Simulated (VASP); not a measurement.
Input of a VASP 6.6.1 run:

Contents of INCAR:

```
SYSTEM = Cs
PREC     = Accurate       ! precision mode
ENCUT    = 500            ! plane-wave cutoff, eV
EDIFF    = 1E-6           ! SCF threshold, eV
ISMEAR   = -1             ! smearing method
SIGMA    = 0.05           ! smearing width, eV
LREAL    = .False.        ! projectors in reciprocal space
LASPH    = .True.         ! aspherical terms in the spheres
NELM     = 120            ! most SCF steps
ALGO     = Normal         ! electronic algorithm
ISIF     = 2              ! what is computed and relaxed
LWAVE    = .False.        ! write WAVECAR
LCHARG   = .True.         ! write CHGCAR
GGA      = PS             ! functional
LELF     = .True.         ! ELF
LVHAR    = .True.       
NBANDS   = 10             ! bands
GGA_COMPAT= .False.
```

KPOINTS

```
regular mesh
0
Gamma
  5 5 5
  0 0 0
```

The input POSCAR:

```
Cs
1.0
   -2.9964493213      2.9964493213      2.9964493213
    2.9964493213     -2.9964493213      2.9964493213
    2.9964493213      2.9964493213     -2.9964493213
Cs
1
Direct
    0.0000000000      0.0000000000      0.0000000000
```

Potentials or basis: VASP PAW PBE potentials, release 64 (Cs_sv).

Command:

```console
$ cat potpaw_PBE.64/Cs_sv/POTCAR > POTCAR
$ mpirun -np 1 vasp_std > vasp.out
```

Problem. Estimate the pressure.

Solution. 0.0 GPa.

Caveat: the PAW data sets were made with another functional, which shifts forces and pressure a little.
